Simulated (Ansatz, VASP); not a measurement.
**Two plane-wave programs on Al**

```xyz
1
Lattice="0.0000 1.9967 1.9967 1.9967 0.0000 1.9967 1.9967 1.9967 0.0000" Properties=species:S:1:pos:R:3 pbc="T T T"
Al    0.0000    0.0000    0.0000
```

Alike in both runs: task single point; functional r2SCAN; k mesh 14 × 14 × 14; occupations gaussian, width 0.6 eV; no spin polarisation.

|  | VASP | Ansatz |
| --- | --- | --- |
| version | VASP 6.6.1 | Ansatz 0.2.0 |
| potentials or method | VASP PAW PBE potentials, release 64 (Al), cutoff 520 eV | plane waves (500 eV) with PAW, scalar-relativistic |
| valence electrons in the cell | 3 | 3 |

VASP gave:

| Quantity | Value |
| --- | --- |
| pressure (GPa) | -0.1 |

Estimate Ansatz's values.

pressure (GPa): 0.2.

VASP's potentials were made for PBE, not for r2SCAN.
